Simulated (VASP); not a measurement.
# NaCl (I4/mmm) in VASP: G0W0 quasiparticle levels with PBE

Aim: the G0W0 quasiparticle levels of NaCl with PBE.

Program: VASP 6.6.1. These are calculated values, not measurements. Logs are shortened: lines on timing, memory, paths and dates and some standing lists are left out, and cuts for length are marked.

## (1) The cell of the first run

It takes space group I4/mmm (No. 139, tetragonal). The conventional cell has a = 3.845 Å, b = 3.845 Å, c = 5.676 Å, α = 90.00°, β = 90.00°, γ = 90.00°. Na (site symmetry 4/mmm) has 6 Cl at 2.72 to 2.84 Å within 3.6 Å. Within 3.6 Å of Cl (site symmetry 4/mmm) lie 6 Na at 2.72 to 2.84 Å.

## (2) G0W0 quasiparticle levels, PBE

The input, POSCAR:

```
NaCl
1.0
    0.0000000000      2.7186178739      2.8378127222
    2.7186178739      0.0000000000      2.8378127222
    2.7186178739      2.7186178739      0.0000000000
Na Cl
1 1
Direct
    0.0000000000      0.0000000000      0.0000000000
    0.5000000000      0.5000000000      0.5000000000
```

The input, INCAR.step1:

```
SYSTEM = NaCl
PREC = Accurate ; ENCUT = 500
EDIFF = 1E-8 ; ISMEAR = 0
SIGMA = 0.01 ; LREAL = .False.
LASPH = .True. ; NELM = 60
ALGO = Normal ; LWAVE = .True.
LCHARG = .False. ; GGA = PE
```

The input, INCAR.step2:

```
SYSTEM = NaCl
PREC = Accurate ; ENCUT = 500
EDIFF = 1E-8 ; ISMEAR = 0
SIGMA = 0.01 ; LREAL = .False.
LASPH = .True. ; NELM = 1
ALGO = Exact ; LWAVE = .True.
LCHARG = .False. ; GGA = PE
NBANDS = 182 ; LOPTICS = .True.
ISTART = 1
```

The input, INCAR.step3:

```
SYSTEM = NaCl
PREC = Accurate ; ENCUT = 500
EDIFF = 1E-8 ; ISMEAR = 0
SIGMA = 0.01 ; LREAL = .False.
LASPH = .True. ; ALGO = EVGW0
LWAVE = .False. ; LCHARG = .False.
GGA = PE ; NELMGW = 1
NBANDS = 182 ; ENCUTGW = 150.0
NOMEGA = 96 ; PRECFOCK = Fast
ISTART = 1 ; NBANDSGW = 16
OMEGAMAX = 20
```

The input, KPOINTS:

```
regular mesh
0
Gamma
  4 4 4
  0 0 0
```

Potentials or basis: VASP PAW PBE potentials, release 64 (Na_sv_GW, Cl_GW).

Command:

```console
cat potpaw_PBE.64/Na_sv_GW/POTCAR potpaw_PBE.64/Cl_GW/POTCAR > POTCAR
cp INCAR.step1 INCAR
mpirun -np 1 vasp_std > vasp.out
cp INCAR.step2 INCAR
mpirun -np 1 vasp_std > vasp.out
cp INCAR.step3 INCAR
mpirun -np 1 vasp_std > vasp.out
```

OUTCAR:

```text
SYSTEM = NaCl
   PREC = Accurate
   ENCUT = 500
   EDIFF = 1E-8
   ISMEAR = 0
   LREAL = .False.
   LASPH = .True.
   GGA = PE
   NELMGW = 1
   ENCUTGW = 150.0
   PRECFOCK = Fast
   ISTART = 1

 ion  position               nearest neighbor table
   1  0.000  0.000  0.000-
   2  0.500  0.500  0.500-

  LATTYP: Found a body centered tetragonal cell.
 ALAT       =     3.8447062682
 C/A-ratio  =     1.4762182202

  Lattice vectors:

 A1 = (  -2.7186178739,   0.0000000000,   2.8378127222)
 A2 = (   2.7186178739,   0.0000000000,   2.8378127222)
 A3 = (   0.0000000000,   2.7186178739,  -2.8378127222)

Analysis of symmetry for initial positions (statically):
=====================================================================
 Subroutine PRICEL returns:
 Original cell was already a primitive cell.

 Routine SETGRP: Setting up the symmetry group for a
 body centered tetragonal supercell.

 Subroutine GETGRP returns: Found 16 space group operations
 (whereof 16 operations were pure point group operations)
 out of a pool of 16 trial point group operations.

The static configuration has the point symmetry D_4h.

Analysis of symmetry for dynamics (positions and initial velocities):
=====================================================================
 Subroutine PRICEL returns:
 Original cell was already a primitive cell.

 Routine SETGRP: Setting up the symmetry group for a
 body centered tetragonal supercell.

 Subroutine GETGRP returns: Found 16 space group operations
 (whereof 16 operations were pure point group operations)
 out of a pool of 16 trial point group operations.

The dynamic configuration has the point symmetry D_4h.

 Subroutine INISYM returns: Found 16 space group operations
 (whereof 16 operations are pure point group operations),
 and found     1 'primitive' translations

----------------------------------------------------------------------------------------

                                     Primitive cell

  volume of cell :      41.9479

  direct lattice vectors                    reciprocal lattice vectors
     0.000000000  2.718617874  2.837812722    -0.183916984  0.183916984  0.176192036
     2.718617874  0.000000000  2.837812722     0.183916984 -0.183916984  0.176192036
     2.718617874  2.718617874  0.000000000     0.183916984  0.183916984 -0.176192036

  length of vectors
     3.929893661  3.929893661  3.844706268     0.314156883  0.314156883  0.314156883

  position of ions in fractional coordinates (direct lattice)
     0.000000000  0.000000000  0.000000000
     0.500000000  0.500000000  0.500000000

  ion indices of the primitive-cell ions
   primitive index   ion index
                 1           1
                 2           2

----------------------------------------------------------------------------------------

 KPOINTS: regular mesh

Automatic generation of k-mesh.
 Grid dimensions read from file:
 generate k-points for:    4    4    4

 Generating k-lattice:

  Cartesian coordinates                     Fractional coordinates (reciprocal lattice)
    -0.045979246  0.045979246  0.044048009     0.250000000 -0.000000000  0.000000000
     0.045979246 -0.045979246  0.044048009    -0.000000000  0.250000000  0.000000000
     0.045979246  0.045979246 -0.044048009     0.000000000  0.000000000  0.250000000

  Length of vectors
     0.078539221  0.078539221  0.078539221

  Shift w.r.t. Gamma in fractional coordinates (k-lattice)
     0.000000000  0.000000000  0.000000000

 Subroutine IBZKPT returns following result:
 ===========================================

 Found     13 irreducible k-points:

 Following reciprocal coordinates:
            Coordinates               Weight
  0.000000  0.000000  0.000000      1.000000
  0.250000 -0.000000  0.000000      8.000000
  0.500000 -0.000000  0.000000      4.000000
  0.250000  0.250000  0.000000      2.000000
  0.500000  0.250000  0.000000      8.000000
 -0.250000  0.250000  0.000000      4.000000
  0.500000  0.500000  0.000000      1.000000
  0.250000  0.000000  0.250000      4.000000
  0.500000 -0.000000  0.250000     16.000000
 -0.250000  0.000000  0.250000      8.000000
 -0.250000  0.500000  0.250000      4.000000
  0.500000  0.000000  0.500000      2.000000
 -0.250000  0.250000  0.500000      2.000000
   k-points           NKPTS =     13   k-points in BZ     NKDIM =     64   number of bands    NBANDS=    182
   number of dos      NEDOS =    301   number of ions     NIONS =      2
   total plane-waves  NPLWV =  25200
   dimension x,y,z NGX =    30 NGY =   30 NGZ =   28
   dimension x,y,z NGXF=    60 NGYF=   60 NGZF=   56
   ions per type =               1   1
   NGX,Y,Z   is equivalent  to a cutoff of  12.69, 12.69, 12.11 a.u.
   NGXF,Y,Z  is equivalent  to a cutoff of  25.38, 25.38, 24.21 a.u.
 SYSTEM =  NaCl
   PREC   = accura    normal or accurate (medium, high low for compatibility)
   ISTART =      1    job   : 0-new  1-cont  2-samecut
   ICHARG =      0    charge: 1-file 2-atom 10-const
   ISPIN  =      1    spin polarized calculation?
   LNONCOLLINEAR =      F non collinear calculations
   LSORBIT =      F    spin-orbit coupling
   LASPH  =      T    aspherical Exc in radial PAW
   ENCUT  =  500.0 eV  36.75 Ry    6.06 a.u.   7.17  7.17  7.01*2*pi/ulx,y,z
   NELM   =     60;   NELMIN=  2; NELMDL=  0     # of ELM steps
   EDIFF  = 0.1E-07   stopping-criterion for ELM
   LREAL  =      F    real-space projection
   EDIFFG = 0.1E-06   stopping-criterion for IOM
   NSW    =      0    number of steps for IOM
   IBRION =     -1    ionic relax: 0-MD 1-quasi-New 2-CG
   NFREE  =      0    steps in history (QN), initial steepest desc. (CG)
   ISIF   =      0    stress and relaxation
   ISYM   =      3    0-nonsym 1-usesym 2-fastsym
   POTIM  = 0.5000    time-step for ionic-motion
   TEBEG  =    0.0;   TEEND  =   0.0 temperature during run
   PSTRESS=    0.0 pullay stress
   NELECT =      16.0000    total number of electrons
   NUPDOWN=      -1.0000    fix difference up-down
   EMIN   =  10.00;   EMAX   =-10.00  energy-range for DOS
   EFERMI =   0.00;   METHOD = LEGACY
   ISMEAR =     0;   SIGMA  =   0.01  broadening in eV -4-tet -1-fermi 0-gaus
   EFERMI_NEDOS =   21; number of points for ismear=-14 and -15
   IALGO  =     38    algorithm
   IMIX   =      4    mixing-type and parameters
     AMIX     =   0.40;   BMIX     =  1.00
     AMIX_MAG =   1.60;   BMIX_MAG =  1.00
  volume/ion in A,a.u.               =      20.97       141.54
  Fermi-wavevector in a.u.,A,eV,Ry     =   1.187257  2.243591 19.178495  1.409580
  Thomas-Fermi vector in A             =   2.323412
   LORBIT       =      0    0 simple, 1 ext, 2 COOP (PROOUT), +10 PAW based schemes
   GGA     = PE    functional components
   LHFCALC =     T    Hartree Fock is set to
   PRECFOCK=fast      Normal, Fast or Accurate (Low or Medium for compatibility)
   ENCUT4O =  -1.0   cutoff for four orbital integrals eV
   NKREDX  =     1    reduce k-point grid by
   NKREDY  =     1    reduce k-point grid by
   NKREDZ  =     1    reduce k-point grid by
   AEXX    =    1.0000 exact exchange contribution
   HFSCREEN=    0.0000 screening length (either q_TF or 0.3 A-1)
   HFSCREENC=   0.0000 screening length for correlation (either q_TF or 0.3 A-1)
   ENCUTFOCK=  -1.0 apply spherical cutoff to Coloumb kernel
   IVDW    =     0    specifies the selected vdW correction
   LEPSILON=     F    determine dielectric tensor
   LRPA    =     F    only Hartree local field effects (RPA)
   LRPAFORCE           =     F    calculate RPA forces
   ENCUTGW             = 150.0    cutoff for response function in eV
   ENCUTGWSOFT         = 120.0    soft cutoff for Coulomb kernel in GW response function in eV
   ENCUTLF             =  -1.0    cutoff for local field effects
   NELMGW              =     1    number of iterations in solving QP/BSE equation
   NELMHF              =     1    number of iterations in the inner HF iteration
   NKREDLFX            =     1    NKREDLFY  =   1   NKREDLFZ  =   1
 non-spin polarized calculation
 Gauss-broadening in eV      SIGMA  =   0.01
  energy-cutoff  :      500.00
  volume of cell :       41.95
 maximum number of plane-waves:      1078
 NGX is ok and might be reduce to    30
  NGX = 16; NGY = 16; NGZ = 16
   NGX = 15   NGY = 15   NGZ = 13
 maximum number of plane-waves:       182

 QP shifts <psi_nk| G(iteration)W_0 |psi_nk>: iteration 1
 for sc-GW calculations column KS-energies equals QP-energies in previous step
 and V_xc(KS)=  KS-energies - (<T + V_ion + V_H > + <T+V_H+V_ion>^1  + <V_x>^1)

 k-point   1 :       0.0000    0.0000    0.0000
  band No.  KS-energies  QP-energies   sigma(KS)   V_xc(KS)     V^pw_x(r,r')   Z            occupation Imag(sigma)

      1     -49.3027     -58.2739     -40.9391     -29.2747     -49.1375       0.7691       2.0000       0.2564
      2     -21.2431     -26.9546     -35.3529     -28.3171     -41.3505       0.8118       2.0000       0.0413
      3     -21.2388     -26.9420     -35.3481     -28.3154     -41.3639       0.8110       2.0000       0.0453
      4     -21.2388     -26.9420     -35.3481     -28.3154     -41.3639       0.8110       2.0000       0.0453
      5     -13.3621     -14.5961     -16.7834     -14.9428     -24.2497       0.6704       2.0000       1.2572
      6      -0.5504      -2.5514     -17.1554     -14.6618     -19.0358       0.8025       2.0000       0.0280
[... 8 lines left out ...]
     15      14.6396      14.9112      -5.1059      -5.4526      -1.0169       0.7834       0.0000      -0.1410
     16      16.6060      17.5780      -7.4473      -8.6883      -3.0870       0.7832       0.0000      -0.2181

 k-point   2 :       0.2500   -0.0000    0.0000
  band No.  KS-energies  QP-energies   sigma(KS)   V_xc(KS)     V^pw_x(r,r')   Z            occupation Imag(sigma)

      1     -49.3021     -58.2819     -40.9402     -29.2761     -49.1388       0.7699       2.0000       0.2562
      2     -21.2607     -26.9420     -35.2581     -28.2373     -41.2753       0.8092       2.0000       0.0592
      3     -21.2437     -26.9485     -35.3441     -28.3101     -41.3477       0.8110       2.0000       0.0431
      4     -21.2394     -26.9390     -35.3443     -28.3135     -41.3596       0.8107       2.0000       0.0451
      5     -13.1641     -14.4043     -17.0501     -15.2131     -24.4570       0.6751       2.0000       1.2003
      6      -1.7553      -3.8842     -15.8467     -13.1597     -17.8227       0.7923       2.0000       0.0331
[... 8 lines left out ...]
     15      15.6574      16.5095      -6.7935      -7.8742      -2.5086       0.7884       0.0000      -0.1693
     16      18.7623      19.5990      -7.0173      -8.0350      -2.3583       0.8221       0.0000      -0.4739

 k-point   3 :       0.5000   -0.0000    0.0000
  band No.  KS-energies  QP-energies   sigma(KS)   V_xc(KS)     V^pw_x(r,r')   Z            occupation Imag(sigma)

      1     -49.3015     -58.2853     -40.9409     -29.2774     -49.1398       0.7703       2.0000       0.2562
      2     -21.2810     -26.9445     -35.1663     -28.1606     -41.1916       0.8084       2.0000       0.0742
      3     -21.2459     -26.9433     -35.3373     -28.3050     -41.3390       0.8102       2.0000       0.0428
      4     -21.2401     -26.9347     -35.3403     -28.3117     -41.3551       0.8102       2.0000       0.0448
      5     -12.9522     -14.2078     -17.3316     -15.5149     -24.6898       0.6911       2.0000       1.1394
      6      -2.6744      -4.9382     -15.2301     -12.3530     -17.3890       0.7868       2.0000       0.0440
[... 174 lines left out ...]
      1     -49.3011     -58.3192     -40.9410     -29.2785     -49.1403       0.7733       2.0000       0.2556
      2     -21.2666     -26.9406     -35.2563     -28.2251     -41.2631       0.8070       2.0000       0.0484
      3     -21.2527     -26.9376     -35.3122     -28.2798     -41.3148       0.8084       2.0000       0.0442
      4     -21.2527     -26.9376     -35.3122     -28.2798     -41.3148       0.8084       2.0000       0.0442
      5     -12.8883     -14.1255     -17.2191     -15.4547     -24.5796       0.7012       2.0000       1.1318
      6      -2.3718      -4.6250     -15.7050     -12.8388     -17.8781       0.7861       2.0000       0.0406
[... 8 lines left out ...]
     15      15.9552      17.6841      -9.4013     -11.5880      -4.9109       0.7906       0.0000      -0.1364
     16      16.5478      18.3588      -9.8428     -12.1522      -5.1755       0.7842       0.0000      -0.1701

 k-point  13 :      -0.2500    0.2500    0.5000
  band No.  KS-energies  QP-energies   sigma(KS)   V_xc(KS)     V^pw_x(r,r')   Z            occupation Imag(sigma)

      1     -49.3010     -58.3223     -40.9413     -29.2786     -49.1405       0.7735       2.0000       0.2557
      2     -21.2593     -26.9352     -35.2815     -28.2495     -41.2905       0.8071       2.0000       0.0475
      3     -21.2593     -26.9352     -35.2815     -28.2495     -41.2905       0.8071       2.0000       0.0475
      4     -21.2547     -26.9402     -35.3032     -28.2749     -41.3023       0.8089       2.0000       0.0476
      5     -12.8729     -14.1091     -17.2723     -15.5013     -24.6259       0.6980       2.0000       1.1280
      6      -1.8988      -4.0905     -16.0277     -13.2564     -18.1105       0.7908       2.0000       0.0354
[... 8 lines left out ...]
     15      16.3751      17.8544      -8.7220     -10.5830      -4.1600       0.7949       0.0000      -0.1873
     16      16.5817      18.4016      -9.9062     -12.2347      -5.2227       0.7816       0.0000      -0.1729
```

Run time: 2.4 min. Hardware: 1 thread of Intel Xeon 6975P-C (Granite Rapids), shared host; peak memory 0.49 GiB.

Results:

* Quasiparticle gap: 8.23 eV
* Least direct quasiparticle gap: 8.23 eV
* Band gap of the starting levels on the mesh: 5.37 eV
* Least direct gap of the starting levels on the mesh: 5.37 eV

Caveat: the k points lie up to 0.49 Å⁻¹ apart; bands, screening cutoff and mesh are small and nothing is extrapolated, so the quasiparticle values aren't converged.
